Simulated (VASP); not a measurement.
## AlFe3C: single point with LDA

AlFe3C:

```
Al Fe C
1.0
     3.80237    0.00000    0.00000
     0.00000    3.80237    0.00000
     0.00000    0.00000    3.80237
Al Fe C
1 3 1
Direct
  0.00000 0.00000 0.00000
  0.00000 0.50000 0.50000
  0.50000 0.50000 0.00000
  0.50000 0.00000 0.50000
  0.50000 0.50000 0.50000
```

| Quantity | Value |
| --- | --- |
| Program | VASP 6.6.1 |
| Task | single point |
| Functional | LDA |
| Potentials or basis | VASP PAW LDA potentials, release 64 (Al, Fe, C) |
| Cutoff | 520 eV |
| k mesh | 6 × 6 × 6 |
| Occupations | fermi-dirac, width 0.1 eV |
| Spin | collinear spin, ferromagnetic start |
| Starting moments | [0.0, 4.5, 4.5, 4.5, 0.0] μB |

The pressure is -22.2 GPa. The net moment is 2.40 μB per cell. The site moments are Al -0.03; Fe +0.84; C -0.06 μB and the valence electrons inside the program's atomic spheres are Al 0.75; Fe 7.50; C 2.45.

Levels at points of the mesh, in eV from the Fermi level:
Spin up:
```tsv
k point	band 13	band 14	band 15	band 16	band 17	band 18	band 19	band 20	band 21	band 22
(0.00, 0.00, 0.00)	-1.10	-0.85	-0.85	0.12	0.12	0.12	0.14	3.50	3.50	3.50
(0.50, 0.00, 0.00)	-1.04	-1.04	-0.91	-0.53	0.12	0.97	0.97	3.41	4.06	4.69
(0.50, 0.50, 0.00)	-1.15	-1.02	-0.85	-0.65	-0.37	0.63	0.63	2.18	5.31	5.73
(0.50, 0.50, 0.50)	-1.80	-1.80	-0.75	-0.75	0.02	0.02	0.02	2.33	2.33	2.33
```
Spin down:
```tsv
k point	band 11	band 12	band 13	band 14	band 15	band 16	band 17	band 18
(0.00, 0.00, 0.00)	-0.24	-0.24	-0.22	-0.22	-0.22	0.91	0.91	0.91
(0.50, 0.00, 0.00)	-0.73	-0.59	-0.31	-0.24	-0.24	0.26	0.91	1.48
(0.50, 0.50, 0.00)	-1.05	-1.05	-0.68	-0.23	-0.11	0.32	0.42	1.37
(0.50, 0.50, 0.50)	-1.46	-1.08	-1.08	-1.08	0.20	0.20	0.85	0.85
```

It took 29 s on 1 thread of Intel(R) Xeon(R) Platinum 8488C (Sapphire Rapids), with other jobs on the host, peak memory 0.18 GiB.

Caveat: the cell stands under tension.
